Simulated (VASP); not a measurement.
Write the native input for VASP 6.6.1 that does the following.

```yaml
Task: single point
Functional: r2SCAN
Potentials_or_basis: VASP PAW PBE potentials, release 64 (W_sv, S)
Cutoff: 520 eV
k_mesh: 12 × 12 × 2
Occupations: gaussian, width 0.05 eV
Spin: no spin polarisation
Dipole_correction: no
Further_INCAR_settings: ALGO = Normal; EDIFF = 1e-06; NBANDS = 20
```

System: WS2, a slab with vacuum.

```xyz
3
Lattice="3.1016 0.0000 0.0000 -1.5508 2.6860 0.0000 0.0000 0.0000 17.7983" Properties=species:S:1:pos:R:3 pbc="T T T"
W     0.0000    1.7907    0.0000
S     1.5508    0.8953   16.1612
S     1.5508    0.8953    1.6370
```

This cell differs from its parent crystal: strain -0.025 along x and y, +0.050 along z.

The input as run:

POSCAR

```
WS2
1.0
    3.1015680172      0.0000000000      0.0000000000
   -1.5507840086      2.6860366944      0.0000000000
    0.0000000000      0.0000000000     17.7982770037
W S
1 2
Direct
    0.3333333333      0.6666666667      0.0000000000
    0.6666666667      0.3333333333      0.9080224902
    0.6666666667      0.3333333333      0.0919775098
```

INCAR.step1

```
SYSTEM = WS2
ALGO = Normal ; EDIFF = 1E-4
ENCUT = 520 ; GGA = PE
ISMEAR = 0 ; LASPH = .TRUE.
LCHARG = .FALSE. ; LREAL = .FALSE.
LWAVE = .TRUE. ; NBANDS = 20
NELM = 80 ; PREC = Accurate
SIGMA = 0.05
```

INCAR.step2

```
SYSTEM = WS2
ALGO = Normal ; EDIFF = 1E-6
ENCUT = 520 ; ISIF = 2
ISMEAR = 0 ; ISTART = 1
LASPH = .TRUE. ; LCHARG = .FALSE.
LMIXTAU = .TRUE. ; LREAL = .FALSE.
LWAVE = .FALSE. ; METAGGA = R2SCAN
NBANDS = 20 ; NELM = 80
PREC = Accurate ; SIGMA = 0.05
```

KPOINTS

```
k-points
0
G
  12 12 2
  0 0 0
```

Potentials or basis: VASP PAW PBE potentials, release 64 (W_sv, S).

Launch:

```sh
$ cat potpaw_PBE.64/W_sv/POTCAR potpaw_PBE.64/S/POTCAR > POTCAR
$ cp INCAR.step1 INCAR
$ mpirun -np 1 vasp_std > vasp.out
$ cp INCAR.step2 INCAR
$ mpirun -np 1 vasp_std > vasp.out
```

Results of the run:

```yaml
Largest_force: 0.973 eV/Å
Band_gap_on_the_k_mesh: 1.89 eV (least direct gap 2.44 eV)
```

Caveat: the cell differs from its parent crystal (strain -0.025 along x and y, +0.050 along z); the PAW data sets were made with another functional, which shifts forces and pressure a little; spin-orbit coupling is left out, which moves the levels of the heavy elements.

Run time: 3.3 min on 1 thread of Intel(R) Xeon(R) 6975P-C (Granite Rapids), with other jobs on the host, peak memory 0.35 GiB.
